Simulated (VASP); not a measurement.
Set up this calculation in VASP 6.6.1, as the native input.

* Task: single point
* Functional: LDA
* Potentials or basis: VASP PAW LDA potentials, release 64 (Li_sv, F)
* Cutoff: 520 eV
* k mesh: 10 × 10 × 10
* Occupations: fermi-dirac, width 0.03 eV
* Spin: no spin polarisation
* Dipole correction: no
* Further INCAR settings: ALGO = Normal; EDIFF = 1e-07; NBANDS = 12

The structure of LiF lies in POSCAR:

```
LiF
1.0
    0.0000000000      2.0542800000      2.0140000000
    2.0542800000      0.0000000000      2.0140000000
    2.0542800000      2.0542800000      0.0000000000
Li F
1 1
Direct
    0.0000000000      0.0000000000      0.0000000000
    0.5000000000      0.5000000000      0.5000000000
```

This cell differs from its parent crystal: equal xx and yy strain of +2 %.

One way to write it, as run:

INCAR

```
PREC = Accurate
ENCUT = 520
EDIFF = 1E-7
ISMEAR = -1
SIGMA = 0.03
LREAL = False
LASPH = True
NELM = 60
ALGO = Normal
ISIF = 2
LWAVE = False
LCHARG = False
NBANDS = 12
```

KPOINTS

```
regular mesh
0
Gamma
  10 10 10
```

Potentials or basis: VASP PAW LDA potentials, release 64 (Li_sv, F).

Command:

```bash
$ cat potpaw_LDA.64/Li_sv/POTCAR potpaw_LDA.64/F/POTCAR > POTCAR
$ mpirun -np 1 vasp_std > vasp.out
```

It gave:

* Band gap on the k mesh: 8.47 eV, direct

Caveat: the cell differs from its parent crystal (equal xx and yy strain of +2 %).

Wall time 6.3 s on 1 thread of Intel(R) Xeon(R) 6975P-C (Granite Rapids), on a shared host, peak memory 0.13 GiB.
